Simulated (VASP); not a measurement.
# K2S (Fm-3m) in VASP: settings compared

K2S is run at these levels: PBE, r2SCAN; tasks: single point.

Everything below comes from runs of VASP 6.6.1. Logs are shortened: lines on timing, memory, paths and dates and some standing lists are left out, and cuts for length are marked.

## (1) The cell of the first run

Symmetry: Fm-3m, No. 225, cubic system. The conventional cell has a = 7.605 Å, b = 7.605 Å, c = 7.605 Å, α = 90.00°, β = 90.00°, γ = 90.00°. S (site symmetry m-3m) has 8 K at 3.29 Å within 4.3 Å. K (site symmetry -43m) has 4 S at 3.29 Å and 6 K at 3.80 Å within 4.3 Å.

## (2) Single point, PBE (volume changed by +6%)

INCAR

```
ALGO = Normal
EDIFF = 1E-6
ENCUT = 500
GGA = PE
GGA_COMPAT = False
ISIF = 2
ISMEAR = 0
LASPH = True
LCHARG = False
LREAL = False
LWAVE = False
NBANDS = 19
NELM = 120
PREC = Accurate
SIGMA = 0.01
```

KPOINTS

```
k-points
0
Gamma
  6 6 6
```

POSCAR

```
K2S
1.0
    0.0000000000      3.8026382526      3.8026382526
    3.8026382526      0.0000000000      3.8026382526
    3.8026382526      3.8026382526      0.0000000000
S K
1 2
Direct
    0.0000000000      0.0000000000      0.0000000000
    0.2500000000      0.2500000000      0.2500000000
    0.7500000000      0.7500000000      0.7500000000
```

Potentials or basis: VASP PAW PBE potentials, release 64 (S, K_sv).

Started as:

```
$ cat potpaw_PBE.64/S/POTCAR potpaw_PBE.64/K_sv/POTCAR > POTCAR
$ mpirun -np 1 vasp_std > vasp.out
```

OUTCAR:

```text
EDIFF = 1E-6
   ENCUT = 500
   GGA = PE
   ISIF = 2
   ISMEAR = 0
   LASPH = True
   LREAL = False
   NELM = 120
   PREC = Accurate

 ion  position               nearest neighbor table
   1  0.000  0.000  0.000-   2 3.29   3 3.29   3 3.29   3 3.29   3 3.29   2 3.29   2 3.29   2 3.29

   2  0.250  0.250  0.250-   1 3.29   1 3.29   1 3.29   1 3.29   3 3.80   3 3.80   3 3.80   3 3.80
                             3 3.80   3 3.80
   3  0.750  0.750  0.750-   1 3.29   1 3.29   1 3.29   1 3.29   2 3.80   2 3.80   2 3.80   2 3.80
                             2 3.80   2 3.80

  LATTYP: Found a face centered cubic cell.
 ALAT       =     7.6052765052

  Lattice vectors:

 A1 = (   0.0000000000,   3.8026382526,   3.8026382526)
 A2 = (   3.8026382526,   0.0000000000,   3.8026382526)
 A3 = (   3.8026382526,   3.8026382526,   0.0000000000)

Analysis of symmetry for initial positions (statically):
=====================================================================
 Subroutine PRICEL returns:
 Original cell was already a primitive cell.

 Routine SETGRP: Setting up the symmetry group for a
 face centered cubic supercell.

 Subroutine GETGRP returns: Found 48 space group operations
 (whereof 48 operations were pure point group operations)
 out of a pool of 48 trial point group operations.

The static configuration has the point symmetry O_h .

Analysis of symmetry for dynamics (positions and initial velocities):
=====================================================================
 Subroutine PRICEL returns:
 Original cell was already a primitive cell.

 Routine SETGRP: Setting up the symmetry group for a
 face centered cubic supercell.

 Subroutine GETGRP returns: Found 48 space group operations
 (whereof 48 operations were pure point group operations)
 out of a pool of 48 trial point group operations.

The dynamic configuration has the point symmetry O_h .

 Subroutine INISYM returns: Found 48 space group operations
 (whereof 48 operations are pure point group operations),
 and found     1 'primitive' translations

----------------------------------------------------------------------------------------

                                     Primitive cell

  volume of cell :     109.9727

  direct lattice vectors                    reciprocal lattice vectors
     0.000000000  3.802638253  3.802638253    -0.131487659  0.131487659  0.131487659
     3.802638253  0.000000000  3.802638253     0.131487659 -0.131487659  0.131487659
     3.802638253  3.802638253  0.000000000     0.131487659  0.131487659 -0.131487659

  length of vectors
     5.377742590  5.377742590  5.377742590     0.227743305  0.227743305  0.227743305

  position of ions in fractional coordinates (direct lattice)
     0.000000000  0.000000000  0.000000000
     0.250000000  0.250000000  0.250000000
     0.750000000  0.750000000  0.750000000

  ion indices of the primitive-cell ions
   primitive index   ion index
                 1           1
                 2           2
                 3           3

----------------------------------------------------------------------------------------

 KPOINTS: k-points

Automatic generation of k-mesh.
 Grid dimensions read from file:
 generate k-points for:    6    6    6

 Generating k-lattice:

  Cartesian coordinates                     Fractional coordinates (reciprocal lattice)
    -0.021914610  0.021914610  0.021914610     0.166666667  0.000000000  0.000000000
     0.021914610 -0.021914610  0.021914610     0.000000000  0.166666667  0.000000000
     0.021914610  0.021914610 -0.021914610     0.000000000  0.000000000  0.166666667

  Length of vectors
     0.037957218  0.037957218  0.037957218

  Shift w.r.t. Gamma in fractional coordinates (k-lattice)
     0.000000000  0.000000000  0.000000000

 Subroutine IBZKPT returns following result:
 ===========================================

 Found     16 irreducible k-points:

 Following reciprocal coordinates:
            Coordinates               Weight
  0.000000  0.000000  0.000000      1.000000
  0.166667  0.000000  0.000000      8.000000
  0.333333  0.000000  0.000000      8.000000
  0.500000  0.000000  0.000000      4.000000
  0.166667  0.166667  0.000000      6.000000
  0.333333  0.166667  0.000000     24.000000
[... 8 lines left out ...]
 -0.333333  0.333333  0.166667     24.000000
 -0.333333  0.500000  0.166667     12.000000
   k-points           NKPTS =     16   k-points in BZ     NKDIM =     16   number of bands    NBANDS=     19
   number of dos      NEDOS =    301   number of ions     NIONS =      3
   total plane-waves  NPLWV =  64000
   dimension x,y,z NGX =    40 NGY =   40 NGZ =   40
   dimension x,y,z NGXF=    80 NGYF=   80 NGZF=   80
   ions per type =               1   2
   NGX,Y,Z   is equivalent  to a cutoff of  12.37, 12.37, 12.37 a.u.
   NGXF,Y,Z  is equivalent  to a cutoff of  24.73, 24.73, 24.73 a.u.
 SYSTEM =  unknown system
   PREC   = accura    normal or accurate (medium, high low for compatibility)
   ISTART =      0    job   : 0-new  1-cont  2-samecut
   ICHARG =      2    charge: 1-file 2-atom 10-const
   ISPIN  =      1    spin polarized calculation?
   LNONCOLLINEAR =      F non collinear calculations
   LSORBIT =      F    spin-orbit coupling
   LASPH  =      T    aspherical Exc in radial PAW
   ENCUT  =  500.0 eV  36.75 Ry    6.06 a.u.   9.80  9.80  9.80*2*pi/ulx,y,z
   NELM   =    120;   NELMIN=  2; NELMDL= -5     # of ELM steps
   EDIFF  = 0.1E-05   stopping-criterion for ELM
   LREAL  =      F    real-space projection
   EDIFFG = 0.1E-04   stopping-criterion for IOM
   NSW    =      0    number of steps for IOM
   IBRION =     -1    ionic relax: 0-MD 1-quasi-New 2-CG
   NFREE  =      0    steps in history (QN), initial steepest desc. (CG)
   ISIF   =      2    stress and relaxation
   ISYM   =      2    0-nonsym 1-usesym 2-fastsym
   POTIM  = 0.5000    time-step for ionic-motion
   TEBEG  =    0.0;   TEEND  =   0.0 temperature during run
   PSTRESS=    0.0 pullay stress
   NELECT =      24.0000    total number of electrons
   NUPDOWN=      -1.0000    fix difference up-down
   EMIN   =  10.00;   EMAX   =-10.00  energy-range for DOS
   EFERMI =   0.00;   METHOD = LEGACY
   ISMEAR =     0;   SIGMA  =   0.01  broadening in eV -4-tet -1-fermi 0-gaus
   EFERMI_NEDOS =   21; number of points for ismear=-14 and -15
   IALGO  =     38    algorithm
   IMIX   =      4    mixing-type and parameters
     AMIX     =   0.40;   BMIX     =  1.00
     AMIX_MAG =   1.60;   BMIX_MAG =  1.00
  volume/ion in A,a.u.               =      36.66       247.38
  Fermi-wavevector in a.u.,A,eV,Ry     =   0.985637  1.862583 13.217786  0.971480
  Thomas-Fermi vector in A             =   2.116959
   LORBIT       =      0    0 simple, 1 ext, 2 COOP (PROOUT), +10 PAW based schemes
   GGA     = PE    functional components
   LHFCALC =     F    Hartree Fock is set to
   AEXX    =    0.0000 exact exchange contribution
   IVDW    =     0    specifies the selected vdW correction
   LEPSILON=     F    determine dielectric tensor
   LRPA    =     F    only Hartree local field effects (RPA)
 non-spin polarized calculation
 Gauss-broadening in eV      SIGMA  =   0.01
  energy-cutoff  :      500.00
  volume of cell :      109.97
 maximum number of plane-waves:      2806
   NGX = 19   NGY = 19   NGZ = 19

 number of electron      24.0000004 magnetization

 Free energy of the ion-electron system (eV)
  ---------------------------------------------------
  ext. energy  EPLUGINS =         0.00000000
  ---------------------------------------------------
  free energy    TOTEN  =        -9.40454774 eV

  energy without entropy =       -9.40454774  energy(sigma->0) =       -9.40454774

 E-fermi :  -0.5523     XC(G=0):  -7.0492

 val. band max:       -0.5974983544   @ k =   0.5000   0.5000   0.0000
 cond. band min:       1.5822532531   @ k =   0.0000   0.0000   0.0000
 fundamental gap:      2.1797516076
 Fermi energy:        -0.5523055654

 k-point     1 :       0.0000    0.0000    0.0000
  band No.  band energies     occupation
      1     -29.9794      2.00000
      2     -29.9199      2.00000
      3     -13.5490      2.00000
      4     -13.5490      2.00000
      5     -13.5490      2.00000
      6     -13.3595      2.00000
[... 11 lines left out ...]
     18       6.5991      0.00000
     19       7.4160      0.00000

 k-point     2 :       0.1667    0.0000    0.0000
  band No.  band energies     occupation
      1     -29.9753      2.00000
      2     -29.9237      2.00000
      3     -13.5431      2.00000
      4     -13.5377      2.00000
      5     -13.5377      2.00000
      6     -13.3891      2.00000
[... 11 lines left out ...]
     18       6.7693      0.00000
     19       6.9348      0.00000

 k-point     3 :       0.3333    0.0000    0.0000
  band No.  band energies     occupation
      1     -29.9641      2.00000
      2     -29.9343      2.00000
      3     -13.5313      2.00000
      4     -13.5058      2.00000
      5     -13.5058      2.00000
      6     -13.4460      2.00000
[... 11 lines left out ...]
     18       6.8663      0.00000
     19       6.8667      0.00000

 k-point     4 :       0.5000    0.0000    0.0000
  band No.  band energies     occupation
      1     -29.9491      2.00000
      2     -29.9490      2.00000
      3     -13.5253      2.00000
      4     -13.4736      2.00000
      5     -13.4630      2.00000
      6     -13.4630      2.00000
[... 11 lines left out ...]
     18       6.8427      0.00000
     19       6.9041      0.00000

 k-point     5 :       0.1667    0.1667    0.0000
  band No.  band energies     occupation
      1     -29.9742      2.00000
      2     -29.9247      2.00000
      3     -13.5604      2.00000
      4     -13.5604      2.00000
      5     -13.4899      2.00000
      6     -13.4470      2.00000
[... 11 lines left out ...]
     18       6.5961      0.00000
     19       6.5961      0.00000

 k-point     6 :       0.3333    0.1667    0.0000
  band No.  band energies     occupation
      1     -29.9663      2.00000
      2     -29.9320      2.00000
      3     -13.5668      2.00000
      4     -13.5569      2.00000
      5     -13.5206      2.00000
      6     -13.4346      2.00000
[... 11 lines left out ...]
     18       6.6431      0.00000
     19       7.2049      0.00000

 k-point     7 :       0.5000    0.1667    0.0000
  band No.  band energies     occupation
      1     -29.9539      2.00000
      2     -29.9440      2.00000
      3     -13.5907      2.00000
      4     -13.5374      2.00000
      5     -13.5263      2.00000
      6     -13.4079      2.00000
[... 11 lines left out ...]
     18       6.4581      0.00000
     19       7.2175      0.00000

 k-point     8 :      -0.3333    0.1667    0.0000
  band No.  band energies     occupation
      1     -29.9576      2.00000
      2     -29.9404      2.00000
      3     -13.5973      2.00000
      4     -13.5091      2.00000
      5     -13.4757      2.00000
      6     -13.4568      2.00000
[... 11 lines left out ...]
     18       6.4586      0.00000
     19       7.0354      0.00000

 k-point     9 :      -0.1667    0.1667    0.0000
  band No.  band energies     occupation
      1     -29.9691      2.00000
      2     -29.9295      2.00000
      3     -13.5765      2.00000
      4     -13.5047      2.00000
      5     -13.4954      2.00000
      6     -13.4496      2.00000
[... 11 lines left out ...]
     18       6.7571      0.00000
     19       6.8057      0.00000

 k-point    10 :       0.3333    0.3333    0.0000
  band No.  band energies     occupation
      1     -29.9638      2.00000
      2     -29.9341      2.00000
      3     -13.6128      2.00000
      4     -13.5831      2.00000
      5     -13.5831      2.00000
      6     -13.3690      2.00000
[... 11 lines left out ...]
     18       6.6612      0.00000
     19       7.0140      0.00000

 k-point    11 :       0.5000    0.3333    0.0000
  band No.  band energies     occupation
      1     -29.9574      2.00000
      2     -29.9403      2.00000
      3     -13.6632      2.00000
      4     -13.5808      2.00000
      5     -13.5760      2.00000
      6     -13.3518      2.00000
[... 11 lines left out ...]
     18       6.5846      0.00000
     19       7.0417      0.00000

 k-point    12 :      -0.3333    0.3333    0.0000
  band No.  band energies     occupation
      1     -29.9488      2.00000
      2     -29.9488      2.00000
      3     -13.6556      2.00000
      4     -13.5569      2.00000
      5     -13.5365      2.00000
      6     -13.3962      2.00000
[... 11 lines left out ...]
     18       6.3650      0.00000
     19       7.2105      0.00000

 k-point    13 :       0.5000    0.5000    0.0000
  band No.  band energies     occupation
      1     -29.9586      2.00000
      2     -29.9389      2.00000
      3     -13.6918      2.00000
      4     -13.5944      2.00000
      5     -13.5944      2.00000
      6     -13.3315      2.00000
[... 11 lines left out ...]
     18       6.7205      0.00000
     19       6.7205      0.00000

 k-point    14 :       0.5000    0.3333    0.1667
  band No.  band energies     occupation
      1     -29.9588      2.00000
      2     -29.9391      2.00000
      3     -13.6205      2.00000
      4     -13.5779      2.00000
      5     -13.5204      2.00000
      6     -13.4094      2.00000
[... 11 lines left out ...]
     18       6.7150      0.00000
     19       7.2013      0.00000

 k-point    15 :      -0.3333    0.3333    0.1667
  band No.  band energies     occupation
      1     -29.9488      2.00000
      2     -29.9488      2.00000
      3     -13.6475      2.00000
      4     -13.5941      2.00000
      5     -13.4672      2.00000
      6     -13.4655      2.00000
[... 11 lines left out ...]
     18       6.4731      0.00000
     19       7.0955      0.00000

 k-point    16 :      -0.3333    0.5000    0.1667
  band No.  band energies     occupation
      1     -29.9537      2.00000
      2     -29.9438      2.00000
      3     -13.6783      2.00000
      4     -13.6085      2.00000
      5     -13.5303      2.00000
      6     -13.3989      2.00000
[... 11 lines left out ...]
     18       6.6642      0.00000
     19       6.7656      0.00000

------------------------ aborting loop because EDIFF is reached ----------------------------------------

  FORCE on cell =-STRESS in cart. coord.  units (eV):
  Direction    XX          YY          ZZ          XY          YZ          ZX
  --------------------------------------------------------------------------------------
  -------------------------------------------------------------------------------------
  Total       -0.6186383     -0.6186383     -0.6186383      0.0000000      0.0000000     -0.0000000
  in kB       -9.0128544     -9.0128544     -9.0128544      0.0000000      0.0000000     -0.0000000
  external PRESSURE =      -9.0128544 kB  Pullay stress =       0.0000000 kB

 VOLUME and BASIS-vectors are now :
 -----------------------------------------------------------------------------
  energy-cutoff  :      500.00
  volume of cell :      109.97
      direct lattice vectors                 reciprocal lattice vectors
     0.000000000  3.802638253  3.802638253    -0.131487659  0.131487659  0.131487659
     3.802638253  0.000000000  3.802638253     0.131487659 -0.131487659  0.131487659
     3.802638253  3.802638253  0.000000000     0.131487659  0.131487659 -0.131487659

 POSITION                                       TOTAL-FORCE (eV/Angst)
 -----------------------------------------------------------------------------------
      0.00000      0.00000      0.00000        -0.000000     -0.000000     -0.000000
      1.90132      1.90132      1.90132        -0.000000     -0.000000     -0.000000
      5.70396      5.70396      5.70396         0.000000      0.000000      0.000000
 -----------------------------------------------------------------------------------
    total drift:                               -0.000000     -0.000000      0.000000

  FREE ENERGIE OF THE ION-ELECTRON SYSTEM (eV)
  ---------------------------------------------------
  free  energy   TOTEN  =        -9.4045477364 eV

  energy  without entropy=       -9.4045477364  energy(sigma->0) =       -9.40454774
```

It took 27 s on 1 thread of AMD EPYC 9R45 (Zen 5), shared host; peak memory 0.2 GiB.

Results:

| Quantity | Value |
| --- | --- |
| Free energy | -9.4045 eV |
| Pressure | -0.9 GPa |
| Band gap on the k mesh | 2.18 eV, indirect (least direct gap 2.31 eV) |

 A k mesh can miss the band edges.

(Continued in part 2 of 3.)
